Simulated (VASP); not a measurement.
Write the native input for VASP 6.6.1 that does the following.

- Task: single point
- Functional: PBEsol
- Potentials or basis: VASP PAW PBE potentials, release 64 (As_d, Mn_sv)
- Cutoff: 680 eV
- k mesh: 8 × 8 × 5
- Occupations: fermi-dirac, width 0.05 eV
- Spin: collinear spin, ferromagnetic start
- Starting moments: [0.0, 0.0, 4.0, 4.0] μB
- Hubbard terms: Mn d U = 8.0 eV
- Dipole correction: no
- Further INCAR settings: ALGO = Normal; EDIFF = 1e-06; NBANDS = 42

The structure of MnAs lies in POSCAR:

```
MnAs
1.0
    3.8983201710      0.0000000000      0.0000000000
   -1.9491600855      3.3760443002      0.0000000000
    0.0000000000      0.0000000000      6.1997948634
As Mn
2 2
Direct
    0.6666666667      0.3333333333      0.7500000000
    0.3333333333      0.6666666667      0.2500000000
    0.0000000000      0.0000000000      0.5000000000
    0.0000000000      0.0000000000      0.0000000000
```

One way to write it, as run:

INCAR

```
ALGO = Normal
EDIFF = 1E-6
ENCUT = 680
GGA = PS
GGA_COMPAT = False
ISIF = 2
ISMEAR = -1
ISPIN = 2
LASPH = True
LCHARG = True
LDAU = True
LDAUJ = 0 0
LDAUL = -1 2
LDAUPRINT = 1
LDAUTYPE = 2
LDAUU = 0 8
LELF = True
LMAXMIX = 4
LORBIT = 11
LREAL = False
LVHAR = True
LWAVE = False
MAGMOM = 0 0 4 4
NBANDS = 42
NELM = 200
PREC = Accurate
SIGMA = 0.05
```

KPOINTS

```
k-points
0
Gamma
  8 8 5
```

Potentials or basis: VASP PAW PBE potentials, release 64 (As_d, Mn_sv).

Run with:

```bash
$ cat potpaw_PBE.64/As_d/POTCAR potpaw_PBE.64/Mn_sv/POTCAR > POTCAR
$ mpirun -np 1 vasp_std > vasp.out
```

Results of the run:

```
Pressure                                              : -2.3 GPa
Net moment                                            : 8.14 μB per cell
Site moments                                          : As -0.46; Mn +4.49 μB
Valence electrons inside the program's atomic spheres : As 13.55; Mn 12.92
```

Caveat: the PAW data sets were made with another functional, which shifts forces and pressure a little; the run started ferromagnetic, and an antiferromagnetic order may lie lower in energy; the U is typed as a test and isn't derived for this compound.

Wall time 4.7 min on 1 thread of Intel(R) Xeon(R) Platinum 8259CL CPU @ 2.50GHz (Skylake/Cascade Lake) (shared host), peak memory 0.44 GiB.
